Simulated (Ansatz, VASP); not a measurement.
## One calculation of TaN, two programs

```
Ta N
1.0
     5.19100    0.00000    0.00000
    -2.59550    4.49554    0.00000
     0.00000    0.00000    2.90800
Ta N
3 3
Direct
  0.66667 0.33333 0.50000
  0.33333 0.66667 0.50000
  0.00000 0.00000 0.00000
  0.00000 0.50000 0.00000
  0.50000 0.50000 0.00000
  0.50000 0.00000 0.00000
```

Alike in both runs: functional revPBE; k mesh 6 × 6 × 9; occupations fermi-dirac, width 0.05 eV; no spin polarisation.

|  | VASP | Ansatz |
| --- | --- | --- |
| version | VASP 6.6.1 | Ansatz 0.2.0 |
| potentials or method | VASP PAW PBE potentials, release 64 (Ta_sv_GW, N) | Ansatz PAW |
| plane-wave cutoff (eV) | 700 | 420 |
| valence electrons in the cell | 54 | 54 |
| task | single point | band structure |

Ansatz gave:

| Quantity | Value |
| --- | --- |
| gap on the k mesh at the Fermi level (eV) | none |
| pressure (GPa) | 12.9 |
| traceless stress, the component that is largest in VASP (GPa) | 1.93 |

Q: Which values does VASP return?

A: gap on the k mesh at the Fermi level (eV): none; pressure (GPa): 12.9; traceless stress, the component that is largest in VASP (GPa): 2.06.

VASP's potentials were made for PBE, not for revPBE. A gap of «none» marks a metal or a gap that the smearing closes.

Neither program's run includes spin-orbit coupling.
